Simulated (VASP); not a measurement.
# Nb (P-1) in VASP: a series of runs

Runs on Nb. Level: PBE. Tasks: single point.

Program: VASP 6.6.1. These are calculated values, not measurements. Logs are shortened: lines on timing, memory, paths and dates and some standing lists are left out, and cuts for length are marked.

### Step 1. The cell of the first run

The typed cell holds 1 atom: a = 2.707 Å, b = 3.357 Å, c = 2.926 Å, α = 126.55°, β = 106.47°, γ = 102.66°.

### Step 2. Single point, PBE

The input, INCAR:

```
SYSTEM = Nb
PREC = Accurate
ENCUT = 520
EDIFF = 1E-6
ISMEAR = 1
SIGMA = 0.1
LREAL = .False.
LASPH = .True.
NELM = 100
ALGO = Fast
ISIF = 2
LWAVE = .False.
LCHARG = .False.
GGA = PE
NBANDS = 12
```

The input, KPOINTS:

```
regular mesh
0
Gamma
  13 13 15
  0 0 0
```

The input, POSCAR:

```
Nb
1.0
   -1.4545883700      1.6009203400      1.6273015200
    1.6190107300     -1.9818268200      2.1726303600
    1.2182993000      1.7455377500     -2.0082080000
Nb
1
Direct
    0.0000000000      0.0000000000      0.0000000000
```

Potentials or basis: VASP PAW PBE potentials, release 64 (Nb_sv).

On the command line:

```console
$ cat potpaw_PBE.64/Nb_sv/POTCAR > POTCAR
$ mpirun -np 1 vasp_std > vasp.out
```

OUTCAR:

```text
SYSTEM = Nb
   PREC = Accurate
   ENCUT = 520
   EDIFF = 1E-6
   ISMEAR = 1
   LREAL = .False.
   LASPH = .True.
   NELM = 100
   ISIF = 2
   GGA = PE

 ion  position               nearest neighbor table
   1  0.000  0.000  0.000-

  LATTYP: Found a triclinic cell.
 ALAT       =     2.7068216598
 B/A-ratio  =     1.6678830294
 C/A-ratio  =     3.0197523394
 COS(alpha) =     0.0039638989
 COS(beta)  =     0.5989314928
 COS(gamma) =     0.7833223595

  Lattice vectors:

 A1 = (  -1.4545883700,   1.6009203400,   1.6273015200)
 A2 = (  -2.6728876700,  -0.1446174100,   3.6355095200)
 A3 = (   0.9101435200,   8.0575474500,   1.0299109200)

Analysis of symmetry for initial positions (statically):
=====================================================================
 Subroutine PRICEL returns:
 Original cell was already a primitive cell.

 Routine SETGRP: Setting up the symmetry group for a
 triclinic supercell.

 Subroutine GETGRP returns: Found  2 space group operations
 (whereof  2 operations were pure point group operations)
 out of a pool of  2 trial point group operations.

The static configuration has the point symmetry S_2 .

Analysis of symmetry for dynamics (positions and initial velocities):
=====================================================================
 Subroutine PRICEL returns:
 Original cell was already a primitive cell.

 Routine SETGRP: Setting up the symmetry group for a
 triclinic supercell.

 Subroutine GETGRP returns: Found  2 space group operations
 (whereof  2 operations were pure point group operations)
 out of a pool of  2 trial point group operations.

The dynamic configuration has the point symmetry S_2 .

 Subroutine INISYM returns: Found  2 space group operations
 (whereof  2 operations are pure point group operations),
 and found     1 'primitive' translations

----------------------------------------------------------------------------------------

                                     Primitive cell

  volume of cell :      17.6977

  direct lattice vectors                    reciprocal lattice vectors
    -1.454588370  1.600920340  1.627301520     0.010595277  0.333276093  0.296111867
     1.619010730 -1.981826820  2.172630360     0.342162717  0.053033731  0.253673413
     1.218299300  1.745537750 -2.008208000     0.378762966  0.327437888  0.016433482

  length of vectors
     2.706821660  3.356956355  2.926440601     0.445945570  0.429229661  0.500946119

  position of ions in fractional coordinates (direct lattice)
     0.000000000  0.000000000  0.000000000

  ion indices of the primitive-cell ions
   primitive index   ion index
                 1           1

----------------------------------------------------------------------------------------

 KPOINTS: regular mesh

Automatic generation of k-mesh.
 Grid dimensions read from file:
 generate k-points for:   13   13   15

 Generating k-lattice:

  Cartesian coordinates                     Fractional coordinates (reciprocal lattice)
     0.000815021  0.025636623  0.022777836     0.076923077  0.000000000 -0.000000000
     0.026320209  0.004079518  0.019513339     0.000000000  0.076923077  0.000000000
     0.025250864  0.021829193  0.001095565     0.000000000 -0.000000000  0.066666667

  Length of vectors
     0.034303505  0.033017666  0.033396408

  Shift w.r.t. Gamma in fractional coordinates (k-lattice)
     0.000000000  0.000000000  0.000000000

 Subroutine IBZKPT returns following result:
 ===========================================

 Found   1268 irreducible k-points:

 Following reciprocal coordinates:
            Coordinates               Weight
  0.000000  0.000000  0.000000      1.000000
  0.076923  0.000000  0.000000      2.000000
  0.153846  0.000000  0.000000      2.000000
  0.230769  0.000000 -0.000000      2.000000
  0.307692  0.000000  0.000000      2.000000
  0.384615  0.000000 -0.000000      2.000000
[... 16 lines left out ...]
  0.153846  0.153846  0.000000      2.000000
  0.230769  0.153846  0.000000      2.000000
 [... further k-points ...]
   k-points           NKPTS =   1268   k-points in BZ     NKDIM =   1268   number of bands    NBANDS=     12
   number of dos      NEDOS =    301   number of ions     NIONS =      1
   total plane-waves  NPLWV =  13440
   dimension x,y,z NGX =    20 NGY =   28 NGZ =   24
   dimension x,y,z NGXF=    40 NGYF=   56 NGZF=   48
   ions per type =               1
   NGX,Y,Z   is equivalent  to a cutoff of  12.28, 13.87, 13.63 a.u.
   NGXF,Y,Z  is equivalent  to a cutoff of  24.57, 27.73, 27.27 a.u.
 SYSTEM =  Nb
   PREC   = accura    normal or accurate (medium, high low for compatibility)
   ISTART =      0    job   : 0-new  1-cont  2-samecut
   ICHARG =      2    charge: 1-file 2-atom 10-const
   ISPIN  =      1    spin polarized calculation?
   LNONCOLLINEAR =      F non collinear calculations
   LSORBIT =      F    spin-orbit coupling
   LASPH  =      T    aspherical Exc in radial PAW
   ENCUT  =  520.0 eV  38.22 Ry    6.18 a.u.   5.03  6.24  5.44*2*pi/ulx,y,z
   NELM   =    100;   NELMIN=  2; NELMDL= -5     # of ELM steps
   EDIFF  = 0.1E-05   stopping-criterion for ELM
   LREAL  =      F    real-space projection
   EDIFFG = 0.1E-04   stopping-criterion for IOM
   NSW    =      0    number of steps for IOM
   IBRION =     -1    ionic relax: 0-MD 1-quasi-New 2-CG
   NFREE  =      0    steps in history (QN), initial steepest desc. (CG)
   ISIF   =      2    stress and relaxation
   ISYM   =      2    0-nonsym 1-usesym 2-fastsym
   POTIM  = 0.5000    time-step for ionic-motion
   TEBEG  =    0.0;   TEEND  =   0.0 temperature during run
   PSTRESS=    0.0 pullay stress
   NELECT =      13.0000    total number of electrons
   NUPDOWN=      -1.0000    fix difference up-down
   EMIN   =  10.00;   EMAX   =-10.00  energy-range for DOS
   EFERMI =   0.00;   METHOD = LEGACY
   ISMEAR =     1;   SIGMA  =   0.10  broadening in eV -4-tet -1-fermi 0-gaus
   EFERMI_NEDOS =   21; number of points for ismear=-14 and -15
   IALGO  =     68    algorithm
   IMIX   =      4    mixing-type and parameters
     AMIX     =   0.40;   BMIX     =  1.00
     AMIX_MAG =   1.60;   BMIX_MAG =  1.00
  volume/ion in A,a.u.               =      17.70       119.43
  Fermi-wavevector in a.u.,A,eV,Ry     =   1.477124  2.791359 29.686481  2.181895
  Thomas-Fermi vector in A             =   2.591566
   LORBIT       =      0    0 simple, 1 ext, 2 COOP (PROOUT), +10 PAW based schemes
   GGA     = PE    functional components
   LHFCALC =     F    Hartree Fock is set to
   AEXX    =    0.0000 exact exchange contribution
   IVDW    =     0    specifies the selected vdW correction
   LEPSILON=     F    determine dielectric tensor
   LRPA    =     F    only Hartree local field effects (RPA)
 non-spin polarized calculation
 RMM-DIIS sequential band-by-band and
 Methfessel and Paxton  Order N= 1 SIGMA  =   0.10
  energy-cutoff  :      520.00
  volume of cell :       17.70
 maximum number of plane-waves:       490
   NGX = 11   NGY = 13   NGZ = 11

 number of electron      13.0000000 magnetization

 Free energy of the ion-electron system (eV)
  ---------------------------------------------------
  ext. energy  EPLUGINS =         0.00000000
  ---------------------------------------------------
  free energy    TOTEN  =        -9.84516223 eV

  energy without entropy =       -9.84489860  energy(sigma->0) =       -9.84507435

 E-fermi :  11.7167     XC(G=0): -12.5330

 val. band max:       11.7120225659   @ k =   0.0769   0.0769   0.0000
 cond. band min:      11.7195335444   @ k =  -0.4615   0.2308   0.2667
 fundamental gap:      0.0075109785
 Fermi energy:        11.7166861300

 k-point     1 :       0.0000    0.0000    0.0000
  band No.  band energies     occupation
      1     -42.9704      2.00000
      2     -18.5747      2.00000
      3     -17.9393      2.00000
      4     -17.7593      2.00000
      5       5.5556      2.00000
      6       9.4644      2.00000
      7      11.4936      2.00708
      8      13.3726     -0.00000
      9      14.9541      0.00000
     10      16.5583      0.00000
     11      23.6739      0.00000
     12      25.5894      0.00000

 k-point     2 :       0.0769    0.0000    0.0000
  band No.  band energies     occupation
      1     -42.9454      2.00000
      2     -18.5622      2.00000
      3     -17.9762      2.00000
      4     -17.9012      2.00000
      5       5.8193      2.00000
      6       9.6489      2.00000
      7      11.7633      0.29757
      8      12.9513     -0.00000
      9      14.8289      0.00000
     10      16.1721      0.00000
     11      24.2635      0.00000
     12      26.3393      0.00000

 k-point     3 :       0.1538    0.0000    0.0000
  band No.  band energies     occupation
      1     -42.8754      2.00000
      2     -18.5307      2.00000
      3     -18.2839      2.00000
      4     -18.0738      2.00000
      5       6.5169      2.00000
      6      10.1616      2.00000
      7      12.0086     -0.00029
      8      12.5922     -0.00000
      9      14.5241      0.00000
     10      15.3237      0.00000
     11      25.4569      0.00000
     12      28.0431      0.00000
[... 286 lines left out ...]
 k-point    23 :       0.1538    0.1538    0.0000
  band No.  band energies     occupation
      1     -42.7347      2.00000
      2     -19.1122      2.00000
      3     -18.4581      2.00000
      4     -18.1572      2.00000
      5       7.9141      2.00000
      6      10.4186      2.00000
      7      11.0311      2.00000
      8      13.4614     -0.00000
      9      14.5511      0.00000
     10      15.5080      0.00000
     11      25.8897      0.00000
     12      27.4019      0.00000

 k-point    24 :       0.2308    0.1538    0.0000
  band No.  band energies     occupation
      1     -42.6383      2.00000
      2     -19.4893      2.00000
      3     -18.4914      2.00000
      4     -18.2905      2.00000
      5       8.6520      2.00000
      6      10.1221      2.00000
      7      11.6233      2.03374
      8      12.8681     -0.00000
      9      14.3622      0.00000
     10      17.2189      0.00000
     11      24.9485      0.00000
     12      27.1875      0.00000

 [... further k-points ...]

------------------------ aborting loop because EDIFF is reached ----------------------------------------

  FORCE on cell =-STRESS in cart. coord.  units (eV):
  Direction    XX          YY          ZZ          XY          YZ          ZX
  --------------------------------------------------------------------------------------
  -------------------------------------------------------------------------------------
  Total        2.9544638      0.1806914      0.5983487      0.0977804      1.3984892     -0.1919345
  in kB      267.4681801     16.3580286     54.1686281      8.8520759    126.6055005    -17.3758705
  external PRESSURE =     112.6649456 kB  Pullay stress =       0.0000000 kB

 VOLUME and BASIS-vectors are now :
 -----------------------------------------------------------------------------
  energy-cutoff  :      520.00
  volume of cell :       17.70
      direct lattice vectors                 reciprocal lattice vectors
    -1.454588370  1.600920340  1.627301520     0.010595277  0.333276093  0.296111867
     1.619010730 -1.981826820  2.172630360     0.342162717  0.053033731  0.253673413
     1.218299300  1.745537750 -2.008208000     0.378762966  0.327437888  0.016433482

 POSITION                                       TOTAL-FORCE (eV/Angst)
 -----------------------------------------------------------------------------------
      0.00000      0.00000      0.00000         0.000000      0.000000      0.000000
 -----------------------------------------------------------------------------------
    total drift:                                0.000000     -0.000000     -0.000000

  FREE ENERGIE OF THE ION-ELECTRON SYSTEM (eV)
  ---------------------------------------------------
  free  energy   TOTEN  =        -9.8451622331 eV

  energy  without entropy=       -9.8448985957  energy(sigma->0) =       -9.84507435
```

Run time: 4 min. Hardware: 1 thread of Intel Xeon 6975P-C (Granite Rapids), shared host; peak memory 0.35 GiB.

Results:

```
Free energy : -9.8452 eV
Pressure    : 11.3 GPa
```

Stress tensor (GPa, compression positive):
```
26.75  0.89 -1.74
 0.89  1.64 12.66
-1.74 12.66  5.42
```

### Step 3. Single point, PBE

The input, INCAR:

```
SYSTEM = Nb
ALGO = Fast ; EDIFF = 1E-6
ENCUT = 520 ; GGA = PE
ISIF = 2 ; ISMEAR = 1
LASPH = .TRUE. ; LCHARG = .FALSE.
LREAL = .FALSE. ; LWAVE = .FALSE.
NBANDS = 12 ; NELM = 80
PREC = Accurate ; SIGMA = 0.1
```

The input, KPOINTS:

```
k-points
0
G
  16 15 18
  0 0 0
```

POSCAR is that of step 2.

Potentials or basis: VASP PAW PBE potentials, release 64 (Nb_sv).

On the command line:

```console
$ cat potpaw_PBE.64/Nb_sv/POTCAR > POTCAR
$ mpirun -np 1 vasp_std > vasp.out
```

Wall time 6.1 min (1 thread of Intel Xeon 6975P-C (Granite Rapids), shared host); peak memory 0.53 GiB.

The run converged. Its results:

* Free energy: -9.8447 eV
* Pressure: 11.0 GPa

Stress tensor (GPa, compression positive):
```
26.50  0.81 -1.68
 0.81  1.81 12.31
-1.68 12.31  4.82
```

Levels at points of the mesh, in eV from the Fermi level:
```csv
k point,band 5,band 6,band 7,band 8,band 9,band 10
"(0.00, 0.00, 0.00)",-6.16,-2.26,-0.22,1.66,3.23,4.84
"(0.50, 0.00, 0.00)",-4.20,-1.03,1.16,2.59,2.69,7.11
"(0.00, 0.00, 0.50)",-4.35,-3.38,3.29,4.72,5.57,6.92
"(0.50, 0.00, 0.50)",-4.16,-2.66,2.23,3.32,5.26,6.43
```
